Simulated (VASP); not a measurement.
# Ir (P2_1/m) in VASP: a series of runs, part 2 of 2

VASP 6.6.1.

## (3) Single point, PBEsol (strain +0.1312 x Voigt [0, 0, 0, 0, 0, 1])

Contents of INCAR:

```
SYSTEM = Ir
PREC = Accurate
ENCUT = 520
EDIFF = 1E-6
ISMEAR = 0
SIGMA = 0.15
LREAL = .False.
LASPH = .True.
NELM = 80
ALGO = Fast
ISIF = 2
LWAVE = .False.
LCHARG = .False.
GGA = PS
NBANDS = 16
```

Contents of KPOINTS:

```
regular mesh
0
Gamma
  18 18 12
  0 0 0
```

Contents of POSCAR:

```
Ir
1.0
    2.7513778946      0.1804903899      0.0000000000
   -1.2193796845      2.2925179572      0.0000000000
    0.0000000000      0.0000000000      4.4622900000
Ir
2
Direct
    0.6666666667      0.3333333333      0.7500000000
    0.3333333333      0.6666666667      0.2500000000
```

Potentials or basis: VASP PAW PBE potentials, release 64 (Ir).

Run with:

```bash
$ cat potpaw_PBE.64/Ir/POTCAR > POTCAR
$ mpirun -np 1 vasp_std > vasp.out
```

OUTCAR:

```text
SYSTEM = Ir
   PREC = Accurate
   ENCUT = 520
   EDIFF = 1E-6
   ISMEAR = 0
   LREAL = .False.
   LASPH = .True.
   NELM = 80
   ISIF = 2
   GGA = PS

 ion  position               nearest neighbor table
   1  0.667  0.333  0.750-   2 2.69   2 2.69   2 2.74   2 2.74   2 2.79   2 2.79
   2  0.333  0.667  0.250-   1 2.69   1 2.69   1 2.74   1 2.74   1 2.79   1 2.79

  Warning from LATTYP: Monoclinic adjustment (A1->A3, A2->A1, A3->A2)!
  LATTYP: Found a simple monoclinic cell.
 ALAT       =     2.5966373253
 B/A-ratio  =     1.7184879677
 C/A-ratio  =     1.0618701338
 COS(beta)  =    -0.4107996784

  Lattice vectors:

 A1 = (  -1.2193796845,   2.2925179572,   0.0000000000)
 A2 = (   0.0000000000,   0.0000000000,   4.4622900000)
 A3 = (   2.7513778946,   0.1804903899,   0.0000000000)

Analysis of symmetry for initial positions (statically):
=====================================================================
 Subroutine PRICEL returns:
 Original cell was already a primitive cell.

 Routine SETGRP: Setting up the symmetry group for a
 simple monoclinic supercell.

 Subroutine GETGRP returns: Found  4 space group operations
 (whereof  2 operations were pure point group operations)
 out of a pool of  4 trial point group operations.

The static configuration has the point symmetry S_2 .
 The point group associated with its full space group is C_2h.

Analysis of symmetry for dynamics (positions and initial velocities):
=====================================================================
 Subroutine PRICEL returns:
 Original cell was already a primitive cell.

 Routine SETGRP: Setting up the symmetry group for a
 simple monoclinic supercell.

 Subroutine GETGRP returns: Found  4 space group operations
 (whereof  2 operations were pure point group operations)
 out of a pool of  4 trial point group operations.

The dynamic configuration has the point symmetry S_2 .
 The point group associated with its full space group is C_2h.

 Subroutine INISYM returns: Found  4 space group operations
 (whereof  2 operations are pure point group operations),
 and found     1 'primitive' translations

----------------------------------------------------------------------------------------

                                     Primitive cell

  volume of cell :      29.1284

  direct lattice vectors                    reciprocal lattice vectors
     2.751377895  0.180490390  0.000000000     0.351200063  0.186801687  0.000000000
    -1.219379685  2.292517957  0.000000000    -0.027650050  0.421494666  0.000000000
     0.000000000  0.000000000  4.462290000     0.000000000  0.000000000  0.224100182

  length of vectors
     2.757291624  2.596637325  4.462290000     0.397789335  0.422400614  0.224100182

  position of ions in fractional coordinates (direct lattice)
     0.666666667  0.333333333  0.750000000
     0.333333333  0.666666667  0.250000000

  ion indices of the primitive-cell ions
   primitive index   ion index
                 1           1
                 2           2

----------------------------------------------------------------------------------------

 KPOINTS: regular mesh

Automatic generation of k-mesh.
 Grid dimensions read from file:
 generate k-points for:   18   18   12

 Generating k-lattice:

  Cartesian coordinates                     Fractional coordinates (reciprocal lattice)
     0.019511115  0.010377872  0.000000000     0.055555556 -0.000000000  0.000000000
    -0.001536114  0.023416370  0.000000000     0.000000000  0.055555556  0.000000000
     0.000000000  0.000000000  0.018675015     0.000000000  0.000000000  0.083333333

  Length of vectors
     0.022099407  0.023466701  0.018675015

  Shift w.r.t. Gamma in fractional coordinates (k-lattice)
     0.000000000  0.000000000  0.000000000

 Subroutine IBZKPT returns following result:
 ===========================================

 Found   1148 irreducible k-points:

 Following reciprocal coordinates:
            Coordinates               Weight
  0.000000  0.000000  0.000000      1.000000
  0.055556 -0.000000  0.000000      2.000000
  0.111111 -0.000000  0.000000      2.000000
  0.166667 -0.000000  0.000000      2.000000
  0.222222 -0.000000  0.000000      2.000000
  0.277778 -0.000000  0.000000      2.000000
[... 16 lines left out ...]
 -0.333333  0.055556  0.000000      2.000000
 -0.277778  0.055556  0.000000      2.000000
 [... further k-points ...]
   k-points           NKPTS =   1148   k-points in BZ     NKDIM =   1148   number of bands    NBANDS=     16
   number of dos      NEDOS =    301   number of ions     NIONS =      2
   total plane-waves  NPLWV =  17280
   dimension x,y,z NGX =    24 NGY =   20 NGZ =   36
   dimension x,y,z NGXF=    48 NGYF=   40 NGZF=   72
   ions per type =               2
   NGX,Y,Z   is equivalent  to a cutoff of  14.47, 12.80, 13.41 a.u.
   NGXF,Y,Z  is equivalent  to a cutoff of  28.94, 25.61, 26.82 a.u.
 SYSTEM =  Ir
   PREC   = accura    normal or accurate (medium, high low for compatibility)
   ISTART =      0    job   : 0-new  1-cont  2-samecut
   ICHARG =      2    charge: 1-file 2-atom 10-const
   ISPIN  =      1    spin polarized calculation?
   LNONCOLLINEAR =      F non collinear calculations
   LSORBIT =      F    spin-orbit coupling
   LASPH  =      T    aspherical Exc in radial PAW
   ENCUT  =  520.0 eV  38.22 Ry    6.18 a.u.   5.13  4.83  8.30*2*pi/ulx,y,z
   NELM   =     80;   NELMIN=  2; NELMDL= -5     # of ELM steps
   EDIFF  = 0.1E-05   stopping-criterion for ELM
   LREAL  =      F    real-space projection
   EDIFFG = 0.1E-04   stopping-criterion for IOM
   NSW    =      0    number of steps for IOM
   IBRION =     -1    ionic relax: 0-MD 1-quasi-New 2-CG
   NFREE  =      0    steps in history (QN), initial steepest desc. (CG)
   ISIF   =      2    stress and relaxation
   ISYM   =      2    0-nonsym 1-usesym 2-fastsym
   POTIM  = 0.5000    time-step for ionic-motion
   TEBEG  =    0.0;   TEEND  =   0.0 temperature during run
   PSTRESS=    0.0 pullay stress
   NELECT =      18.0000    total number of electrons
   NUPDOWN=      -1.0000    fix difference up-down
   EMIN   =  10.00;   EMAX   =-10.00  energy-range for DOS
   EFERMI =   0.00;   METHOD = LEGACY
   ISMEAR =     0;   SIGMA  =   0.15  broadening in eV -4-tet -1-fermi 0-gaus
   EFERMI_NEDOS =   21; number of points for ismear=-14 and -15
   IALGO  =     68    algorithm
   IMIX   =      4    mixing-type and parameters
     AMIX     =   0.40;   BMIX     =  1.00
     AMIX_MAG =   1.60;   BMIX_MAG =  1.00
  volume/ion in A,a.u.               =      14.56        98.28
  Fermi-wavevector in a.u.,A,eV,Ry     =   1.394420  2.635072 26.455275  1.944408
  Thomas-Fermi vector in A             =   2.517971
   LORBIT       =      0    0 simple, 1 ext, 2 COOP (PROOUT), +10 PAW based schemes
   GGA     = PS    functional components
   LHFCALC =     F    Hartree Fock is set to
   AEXX    =    0.0000 exact exchange contribution
   IVDW    =     0    specifies the selected vdW correction
   LEPSILON=     F    determine dielectric tensor
   LRPA    =     F    only Hartree local field effects (RPA)
 non-spin polarized calculation
 RMM-DIIS sequential band-by-band and
 Gauss-broadening in eV      SIGMA  =   0.15
  energy-cutoff  :      520.00
  volume of cell :       29.13
 maximum number of plane-waves:       808
 NGX is ok and might be reduce to    24
   NGX = 11   NGY =  9   NGZ = 17

 number of electron      18.0000000 magnetization

 Free energy of the ion-electron system (eV)
  ---------------------------------------------------
  ext. energy  EPLUGINS =         0.00000000
  ---------------------------------------------------
  free energy    TOTEN  =       -19.16973546 eV

  energy without entropy =      -19.14056160  energy(sigma->0) =      -19.15514853

 E-fermi :   9.8356     XC(G=0): -13.9196

 val. band max:        9.8355385967   @ k =   0.3333  -0.0000   0.0000
 cond. band min:       9.8360184403   @ k =   0.1111   0.2222   0.4167
 fundamental gap:      0.0004798436
 Fermi energy:         9.8356446423

 k-point     1 :       0.0000    0.0000    0.0000
  band No.  band energies     occupation
      1      -1.1247      2.00000
      2       1.9154      2.00000
      3       4.9562      2.00000
      4       5.5599      2.00000
      5       6.1026      2.00000
      6       7.2910      2.00000
[... 433 lines left out ...]
      3       4.8099      2.00000
      4       4.8482      2.00000
      5       5.4646      2.00000
      6       6.5615      2.00000
[... 8 lines left out ...]
     15      26.1495      0.00000
     16      26.9287      0.00000

 [... further k-points ...]

------------------------ aborting loop because EDIFF is reached ----------------------------------------

  FORCE on cell =-STRESS in cart. coord.  units (eV):
  Direction    XX          YY          ZZ          XY          YZ          ZX
  --------------------------------------------------------------------------------------
  -------------------------------------------------------------------------------------
  Total       -1.2522297      0.5683915     -2.2500361     -4.3728378      0.0000000      0.0000000
  in kB      -68.8776979     31.2638304   -123.7610889   -240.5237696      0.0000000      0.0000000
  external PRESSURE =     -53.7916521 kB  Pullay stress =       0.0000000 kB

 VOLUME and BASIS-vectors are now :
 -----------------------------------------------------------------------------
  energy-cutoff  :      520.00
  volume of cell :       29.13
      direct lattice vectors                 reciprocal lattice vectors
     2.751377895  0.180490390  0.000000000     0.351200063  0.186801687  0.000000000
    -1.219379685  2.292517957  0.000000000    -0.027650050  0.421494666  0.000000000
     0.000000000  0.000000000  4.462290000     0.000000000  0.000000000  0.224100182

 POSITION                                       TOTAL-FORCE (eV/Angst)
 -----------------------------------------------------------------------------------
      1.42779      0.88450      3.34672         0.219181      0.015329      0.000000
      0.10421      1.58851      1.11557        -0.219181     -0.015329      0.000000
 -----------------------------------------------------------------------------------
    total drift:                                0.000000      0.000000     -0.000000

  FREE ENERGIE OF THE ION-ELECTRON SYSTEM (eV)
  ---------------------------------------------------
  free  energy   TOTEN  =       -19.1697354613 eV

  energy  without entropy=      -19.1405616037  energy(sigma->0) =      -19.15514853
```

Run time: 15 min. Hardware: 1 thread of Intel Xeon 8259CL, shared host; peak memory 0.54 GiB.

Results:

* Free energy: -19.1697 eV
* Pressure: -5.4 GPa
* Largest force: 0.220 eV/Å
* Band gap on the k mesh: zero (bands 9 and 10 overlap by 3.47 eV)

Forces on the atoms (eV/Å):
```
Ir   0.219  0.015  0.000
Ir  -0.219 -0.015  0.000
```

Caveat: the cell differs from its parent crystal (strain +0.1312 x Voigt [0, 0, 0, 0, 0, 1]); the stress differs along the axes, from -12 to 3 GPa; the PAW data sets were made with another functional, which shifts forces and pressure a little; spin-orbit coupling is left out, which moves the levels of the heavy elements.

## (4) Single point, PBEsol (strain +0.1125 x Voigt [0, 0, 0, 0, 0, 1])

Contents of INCAR:

```
SYSTEM = Ir
PREC     = Accurate       ! precision mode
ENCUT    = 520            ! plane-wave cutoff, eV
EDIFF    = 1E-7           ! SCF threshold, eV
ISMEAR   = 0              ! smearing method
SIGMA    = 0.15           ! smearing width, eV
LREAL    = .FALSE.        ! projectors in reciprocal space
LASPH    = .TRUE.         ! aspherical terms in the spheres
NELM     = 60             ! most SCF steps
ALGO     = Fast           ! electronic algorithm
ISIF     = 2              ! what is computed and relaxed
LWAVE    = .FALSE.        ! write WAVECAR
LCHARG   = .FALSE.        ! write CHGCAR
GGA      = PS             ! functional
NBANDS   = 16             ! bands
```

Contents of KPOINTS:

```
regular mesh
0
G
  18 18 12
  0 0 0
```

Contents of POSCAR:

```
Ir
1.0
    2.7513778946      0.1547650066      0.0000000000
   -1.2416585200      2.3053806488      0.0000000000
    0.0000000000      0.0000000000      4.4622900000
Ir
2
Direct
    0.6666666667      0.3333333333      0.7500000000
    0.3333333333      0.6666666667      0.2500000000
```

Run with:

```bash
$ cat potpaw_PBE.64/Ir/POTCAR > POTCAR
$ mpirun -np 1 vasp_std > vasp.out
```

Run time: 15 min. Hardware: 1 thread of Intel Xeon 8259CL, shared host; peak memory 0.53 GiB.

Results (log left out):

| Item | Value |
| --- | --- |
| Free energy | -19.2464 eV |
| Pressure | -7.1 GPa |
| Largest force | 0.177 eV/Å |
| Band gap on the k mesh | zero (bands 9 and 10 overlap by 3.43 eV) |

Forces in eV/Å, atoms in the order of the input:
```
Ir   0.176  0.013  0.000
Ir  -0.176 -0.013  0.000
```

Stress tensor (GPa, compression positive):
```
 -8.19 -21.14   0.00
-21.14  -0.85   0.00
  0.00   0.00 -12.16
```

Levels at points of the mesh, in eV from the Fermi level:
```csv
k point,band 6,band 7,band 8,band 9,band 10,band 11,band 12,band 13
"(0.00, 0.00, 0.00)",-2.51,-2.51,-1.98,-1.97,-0.80,0.02,0.56,6.75
"(0.50, 0.00, 0.00)",-3.51,-3.09,0.45,0.85,1.16,2.48,3.74,7.27
"(0.00, 0.50, 0.00)",-3.11,-2.85,0.29,0.67,0.90,3.19,4.63,8.22
"(0.50, 0.50, 0.00)",-2.99,-2.26,0.73,0.93,1.30,3.37,5.06,8.99
"(0.00, 0.00, 0.50)",-4.32,-2.78,-2.78,-0.71,-0.71,-0.07,-0.07,13.55
"(0.50, 0.00, 0.50)",-1.47,-1.25,-1.25,0.70,0.70,1.72,1.72,6.55
"(0.00, 0.50, 0.50)",-1.98,-0.93,-0.93,0.54,0.54,2.20,2.20,7.66
"(0.50, 0.50, 0.50)",-2.53,-0.64,-0.64,1.15,1.15,2.47,2.47,8.44
```

Caveat: the cell differs from its parent crystal (strain +0.1125 x Voigt [0, 0, 0, 0, 0, 1]); the stress differs along the axes, from -12 to -1 GPa; the PAW data sets were made with another functional, which shifts forces and pressure a little; spin-orbit coupling is left out, which moves the levels of the heavy elements.

## (5) Summary

```csv
cell,further INCAR settings,gap on the mesh (eV),pressure (GPa),largest force (eV/Å)
"a = 2.759, b = 2.932, c = 4.462 Å, angles 90.0, 90.0, 126.3°, 2 atoms",ALGO = Fast; EDIFF = 1e-07; NBANDS = 16,none,-3.5,0.26
"a = 2.757, b = 2.597, c = 4.462 Å, angles 90.0, 90.0, 114.3°, 2 atoms",ALGO = Fast; EDIFF = 1e-06; NBANDS = 16,none,-5.4,0.22
"a = 2.756, b = 2.618, c = 4.462 Å, angles 90.0, 90.0, 115.1°, 2 atoms",ALGO = Fast; EDIFF = 1e-07; NBANDS = 16,none,-7.1,0.18
```

Alike in all rows: task single point; level PBEsol; potentials or basis VASP PAW PBE potentials, release 64 (Ir); no spin polarisation; k mesh 18 × 18 × 12; cutoff (eV) 520; smearing gaussian 0.15 eV.

Caveats: the PAW data sets were made with another functional, which shifts forces and pressure a little; spin-orbit coupling is left out, which moves the levels of the heavy elements; the stress differs along the axes, from -13 to 8 GPa (at least some runs); the stress differs along the axes, from -12 to 3 GPa (at least some runs); the stress differs along the axes, from -12 to -1 GPa (at least some runs).

Total energies depend on the potentials used, so only differences within one code and one set of settings carry meaning.
